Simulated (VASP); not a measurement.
# Si (P6_3/mmc) in VASP: single point with LDA

Aim: the single point of Si with LDA.

All numbers are computed with VASP 6.6.1; they aren't measurements. Logs are shortened: lines on timing, memory, paths and dates and some standing lists are left out, and cuts for length are marked.

**1. The cell of the first run**

Symmetry: P6_3/mmc, No. 194, hexagonal system. The conventional cell has a = 2.444 Å, b = 2.444 Å, c = 4.152 Å, α = 90.00°, β = 90.00°, γ = 120.00°. Si (site symmetry -6m2) has 12 Si at 2.44 to 2.51 Å within 3.2 Å.

This isn't the form of Si at room conditions, which is diamond.

**2. Single point, LDA**

INCAR reads:

```
PREC = Accurate
ENCUT = 500
EDIFF = 1E-6
ISMEAR = 1
SIGMA = 0.1
LREAL = F
LASPH = T
NELM = 120
ALGO = Normal
ISIF = 2
LWAVE = F
LCHARG = F
NBANDS = 11
GGA_COMPAT = F
```

KPOINTS reads:

```
Automatic mesh
0
Gamma
  15 15 8
```

POSCAR reads:

```
Si
1.0
    2.4440000000      0.0000000000      0.0000000000
   -1.2220000000      2.1165660868      0.0000000000
    0.0000000000      0.0000000000      4.1520000000
Si
2
Direct
    0.3333333333      0.6666666667      0.2500000000
    0.6666666667      0.3333333333      0.7500000000
```

Potentials or basis: VASP PAW LDA potentials, release 64 (Si).

Started as:

```console
$ cat potpaw_LDA.64/Si/POTCAR > POTCAR
$ mpirun -np 1 vasp_std > vasp.out
```

OUTCAR:

```text
PREC = Accurate
   ENCUT = 500
   EDIFF = 1E-6
   ISMEAR = 1
   LREAL = F
   LASPH = T
   NELM = 120
   ISIF = 2

 ion  position               nearest neighbor table
   1  0.333  0.667  0.250-   2 2.51   2 2.51   2 2.51   2 2.51   2 2.51   2 2.51
   2  0.667  0.333  0.750-   1 2.51   1 2.51   1 2.51   1 2.51   1 2.51   1 2.51

  LATTYP: Found a hexagonal cell.
 ALAT       =     2.4440000000
 C/A-ratio  =     1.6988543372

  Lattice vectors:

 A1 = (   2.4440000000,   0.0000000000,   0.0000000000)
 A2 = (  -1.2220000000,   2.1165660868,   0.0000000000)
 A3 = (   0.0000000000,   0.0000000000,   4.1520000000)

Analysis of symmetry for initial positions (statically):
=====================================================================
 Subroutine PRICEL returns:
 Original cell was already a primitive cell.

 Routine SETGRP: Setting up the symmetry group for a
 hexagonal supercell.

 Subroutine GETGRP returns: Found 24 space group operations
 (whereof 12 operations were pure point group operations)
 out of a pool of 24 trial point group operations.

The static configuration has the point symmetry D_3d.
 The point group associated with its full space group is D_6h.

Analysis of symmetry for dynamics (positions and initial velocities):
=====================================================================
 Subroutine PRICEL returns:
 Original cell was already a primitive cell.

 Routine SETGRP: Setting up the symmetry group for a
 hexagonal supercell.

 Subroutine GETGRP returns: Found 24 space group operations
 (whereof 12 operations were pure point group operations)
 out of a pool of 24 trial point group operations.

The dynamic configuration has the point symmetry D_3d.
 The point group associated with its full space group is D_6h.

 Subroutine INISYM returns: Found 24 space group operations
 (whereof 12 operations are pure point group operations),
 and found     1 'primitive' translations

----------------------------------------------------------------------------------------

                                     Primitive cell

  volume of cell :      21.4778

  direct lattice vectors                    reciprocal lattice vectors
     2.444000000  0.000000000  0.000000000     0.409165303  0.236231698  0.000000000
    -1.222000000  2.116566087  0.000000000     0.000000000  0.472463395  0.000000000
     0.000000000  0.000000000  4.152000000     0.000000000  0.000000000  0.240847784

  length of vectors
     2.444000000  2.444000000  4.152000000     0.472463395  0.472463395  0.240847784

  position of ions in fractional coordinates (direct lattice)
     0.333333333  0.666666667  0.250000000
     0.666666667  0.333333333  0.750000000

  ion indices of the primitive-cell ions
   primitive index   ion index
                 1           1
                 2           2

----------------------------------------------------------------------------------------

 KPOINTS: Automatic mesh

Automatic generation of k-mesh.
 Grid dimensions read from file:
 generate k-points for:   15   15    8

 Generating k-lattice:

  Cartesian coordinates                     Fractional coordinates (reciprocal lattice)
     0.027277687  0.015748780  0.000000000     0.066666667  0.000000000  0.000000000
     0.000000000  0.031497560  0.000000000     0.000000000  0.066666667  0.000000000
     0.000000000  0.000000000  0.030105973     0.000000000  0.000000000  0.125000000

  Length of vectors
     0.031497560  0.031497560  0.030105973

  Shift w.r.t. Gamma in fractional coordinates (k-lattice)
     0.000000000  0.000000000  0.000000000

 Subroutine IBZKPT returns following result:
 ===========================================

 Found    135 irreducible k-points:

 Following reciprocal coordinates:
            Coordinates               Weight
  0.000000  0.000000  0.000000      1.000000
  0.066667  0.000000  0.000000      6.000000
  0.133333  0.000000  0.000000      6.000000
  0.200000  0.000000  0.000000      6.000000
  0.266667  0.000000  0.000000      6.000000
  0.333333 -0.000000  0.000000      6.000000
[... 16 lines left out ...]
  0.333333  0.200000  0.000000     12.000000
  0.400000  0.200000  0.000000      6.000000
 [... further k-points ...]
   k-points           NKPTS =    135   k-points in BZ     NKDIM =    135   number of bands    NBANDS=     11
   number of dos      NEDOS =    301   number of ions     NIONS =      2
   total plane-waves  NPLWV =   9720
   dimension x,y,z NGX =    18 NGY =   18 NGZ =   30
   dimension x,y,z NGXF=    36 NGYF=   36 NGZF=   60
   ions per type =               2
   NGX,Y,Z   is equivalent  to a cutoff of  12.24, 12.24, 12.01 a.u.
   NGXF,Y,Z  is equivalent  to a cutoff of  24.49, 24.49, 24.02 a.u.
 SYSTEM =  unknown system
   PREC   = accura    normal or accurate (medium, high low for compatibility)
   ISTART =      0    job   : 0-new  1-cont  2-samecut
   ICHARG =      2    charge: 1-file 2-atom 10-const
   ISPIN  =      1    spin polarized calculation?
   LNONCOLLINEAR =      F non collinear calculations
   LSORBIT =      F    spin-orbit coupling
   LASPH  =      T    aspherical Exc in radial PAW
   ENCUT  =  500.0 eV  36.75 Ry    6.06 a.u.   4.46  4.46  7.57*2*pi/ulx,y,z
   NELM   =    120;   NELMIN=  2; NELMDL= -5     # of ELM steps
   EDIFF  = 0.1E-05   stopping-criterion for ELM
   LREAL  =      F    real-space projection
   EDIFFG = 0.1E-04   stopping-criterion for IOM
   NSW    =      0    number of steps for IOM
   IBRION =     -1    ionic relax: 0-MD 1-quasi-New 2-CG
   NFREE  =      0    steps in history (QN), initial steepest desc. (CG)
   ISIF   =      2    stress and relaxation
   ISYM   =      2    0-nonsym 1-usesym 2-fastsym
   POTIM  = 0.5000    time-step for ionic-motion
   TEBEG  =    0.0;   TEEND  =   0.0 temperature during run
   PSTRESS=    0.0 pullay stress
   NELECT =       8.0000    total number of electrons
   NUPDOWN=      -1.0000    fix difference up-down
   EMIN   =  10.00;   EMAX   =-10.00  energy-range for DOS
   EFERMI =   0.00;   METHOD = LEGACY
   ISMEAR =     1;   SIGMA  =   0.10  broadening in eV -4-tet -1-fermi 0-gaus
   EFERMI_NEDOS =   21; number of points for ismear=-14 and -15
   IALGO  =     38    algorithm
   IMIX   =      4    mixing-type and parameters
     AMIX     =   0.40;   BMIX     =  1.00
     AMIX_MAG =   1.60;   BMIX_MAG =  1.00
  volume/ion in A,a.u.               =      10.74        72.47
  Fermi-wavevector in a.u.,A,eV,Ry     =   1.177899  2.225906 18.877348  1.387446
  Thomas-Fermi vector in A             =   2.314237
   LORBIT       =      0    0 simple, 1 ext, 2 COOP (PROOUT), +10 PAW based schemes
   GGA     = CA    functional components
   LHFCALC =     F    Hartree Fock is set to
   AEXX    =    0.0000 exact exchange contribution
   IVDW    =     0    specifies the selected vdW correction
   LEPSILON=     F    determine dielectric tensor
   LRPA    =     F    only Hartree local field effects (RPA)
 non-spin polarized calculation
 Methfessel and Paxton  Order N= 1 SIGMA  =   0.10
  energy-cutoff  :      500.00
  volume of cell :       21.48
 maximum number of plane-waves:       568
 NGX is ok and might be reduce to    18
   NGX =  9   NGY =  9   NGZ = 15

 number of electron       8.0000000 magnetization

 Free energy of the ion-electron system (eV)
  ---------------------------------------------------
  ext. energy  EPLUGINS =         0.00000000
  ---------------------------------------------------
  free energy    TOTEN  =       -10.44436993 eV

  energy without entropy =      -10.44482790  energy(sigma->0) =      -10.44452259

 E-fermi :  14.4804     XC(G=0): -12.5064

 val. band max:       14.4414853089   @ k =   0.4000   0.2000   0.0000
 cond. band min:      14.4926774978   @ k =   0.2000   0.1333   0.1250
 fundamental gap:      0.0511921889
 Fermi energy:        14.4804451777

 k-point     1 :       0.0000    0.0000    0.0000
  band No.  band energies     occupation
      1      -2.8339      2.00000
      2       5.3702      2.00000
      3       5.3749      2.00000
      4      25.9219      0.00000
      5      25.9219      0.00000
      6      26.3661      0.00000
      7      26.3765      0.00000
      8      26.3765      0.00000
      9      28.3780      0.00000
     10      30.8017      0.00000
     11      31.7588      0.00000

 k-point     2 :       0.0667    0.0000    0.0000
  band No.  band energies     occupation
      1      -2.6903      2.00000
      2       5.5043      2.00000
      3       5.5135      2.00000
      4      23.3459      0.00000
      5      24.4487      0.00000
      6      25.8003      0.00000
      7      27.5408      0.00000
      8      28.0811      0.00000
      9      28.3787      0.00000
     10      30.0264      0.00000
     11      30.5768      0.00000

 k-point     3 :       0.1333    0.0000    0.0000
  band No.  band energies     occupation
      1      -2.2603      2.00000
      2       5.9065      2.00000
      3       5.9270      2.00000
      4      20.1236      0.00000
      5      23.0125      0.00000
      6      24.7361      0.00000
      7      26.6545      0.00000
      8      27.3909      0.00000
      9      28.9387      0.00000
     10      29.2164      0.00000
     11      29.3357      0.00000

 k-point     4 :       0.2000    0.0000    0.0000
  band No.  band energies     occupation
      1      -1.5463      2.00000
      2       6.5767      2.00000
      3       6.6064      2.00000
      4      16.9649      0.00000
      5      21.8151      0.00000
      6      23.1019      0.00000
      7      24.5471      0.00000
      8      24.7963      0.00000
      9      28.2311      0.00000
     10      28.9664      0.00000
     11      29.4884      0.00000

 k-point     5 :       0.2667    0.0000    0.0000
  band No.  band energies     occupation
      1      -0.5519      2.00000
      2       7.5142      2.00000
      3       7.5285      2.00000
      4      14.0016      2.00000
      5      20.8590      0.00000
      6      20.8704      0.00000
      7      21.6143      0.00000
      8      23.5058      0.00000
      9      27.4095      0.00000
     10      28.4439      0.00000
     11      29.0000      0.00000
[... 211 lines left out ...]
 k-point    21 :       0.2000    0.2000    0.0000
  band No.  band energies     occupation
      1       0.9980      2.00000
      2       8.8870      2.00000
      3       8.9842      2.00000
      4      13.2755      2.00000
      5      13.6780      2.00000
      6      20.3050      0.00000
      7      20.6220      0.00000
      8      21.7343      0.00000
      9      22.2231      0.00000
     10      29.7608      0.00000
     11      31.2064      0.00000

 k-point    22 :       0.2667    0.2000    0.0000
  band No.  band energies     occupation
      1       2.3933      2.00000
      2       9.6179      2.00000
      3      10.3122      2.00000
      4      11.2436      2.00000
      5      12.9460      2.00000
      6      18.2340      0.00000
      7      18.6359      0.00000
      8      20.7921      0.00000
      9      20.9781      0.00000
     10      29.9699      0.00000
     11      32.6888      0.00000

 k-point    23 :       0.3333    0.2000    0.0000
  band No.  band energies     occupation
      1       4.0488      2.00000
      2       8.0413      2.00000
      3      11.4444      2.00000
      4      11.8748      2.00000
      5      12.9139      2.00000
      6      16.0212     -0.00000
      7      16.6491      0.00000
      8      20.3721      0.00000
      9      20.4253      0.00000
     10      29.7742      0.00000
     11      33.8503      0.00000

 k-point    24 :       0.4000    0.2000    0.0000
  band No.  band energies     occupation
      1       5.8839      2.00000
      2       6.0163      2.00000
      3      11.6694      2.00000
      4      13.2197      2.00000
      5      13.4201      2.00000
      6      14.4415      1.60720
      7      15.5183     -0.00000
      8      20.2392      0.00000
      9      20.2577      0.00000
     10      29.6929      0.00000
     11      34.4266      0.00000

 [... further k-points ...]

------------------------ aborting loop because EDIFF is reached ----------------------------------------

  FORCE on cell =-STRESS in cart. coord.  units (eV):
  Direction    XX          YY          ZZ          XY          YZ          ZX
  --------------------------------------------------------------------------------------
  -------------------------------------------------------------------------------------
  Total        5.6823569      5.6823569      5.7426764      0.0000000      0.0000000      0.0000000
  in kB      423.8856454    423.8856454    428.3852841      0.0000000      0.0000000      0.0000000
  external PRESSURE =     425.3855250 kB  Pullay stress =       0.0000000 kB

 VOLUME and BASIS-vectors are now :
 -----------------------------------------------------------------------------
  energy-cutoff  :      500.00
  volume of cell :       21.48
      direct lattice vectors                 reciprocal lattice vectors
     2.444000000  0.000000000  0.000000000     0.409165303  0.236231698  0.000000000
    -1.222000000  2.116566087  0.000000000     0.000000000  0.472463395  0.000000000
     0.000000000  0.000000000  4.152000000     0.000000000  0.000000000  0.240847784

 POSITION                                       TOTAL-FORCE (eV/Angst)
 -----------------------------------------------------------------------------------
     -0.00000      1.41104      1.03800        -0.000000      0.000000      0.000000
      1.22200      0.70552      3.11400         0.000000     -0.000000      0.000000
 -----------------------------------------------------------------------------------
    total drift:                               -0.000000     -0.000000     -0.000000

  FREE ENERGIE OF THE ION-ELECTRON SYSTEM (eV)
  ---------------------------------------------------
  free  energy   TOTEN  =       -10.4443699346 eV

  energy  without entropy=      -10.4448278976  energy(sigma->0) =      -10.44452259
```

It took 11 s on 1 thread of Intel Xeon Platinum 8488C (Sapphire Rapids), shared host; peak memory 0.13 GiB.

Results:

```yaml
Free_energy: -10.4444 eV
Pressure: 42.5 GPa
Band_gap_on_the_k_mesh: zero (bands 4 and 5 overlap by 15.20 eV)
```

Levels at points of the mesh, in eV from the Fermi level:
| k point | band 2 | band 3 | band 4 | band 5 | band 6 | band 7 |
| --- | --- | --- | --- | --- | --- | --- |
| (0.00, 0.00, 0.00) | -9.11 | -9.11 | 11.44 | 11.44 | 11.89 | 11.90 |
| (0.00, 0.00, 0.50) | -15.23 | 0.66 | 0.66 | 12.86 | 12.86 | 12.86 |

Caveat: the cell stands under pressure.

The gap in the log of VASP goes by the Fermi energy; the results here count the filled bands.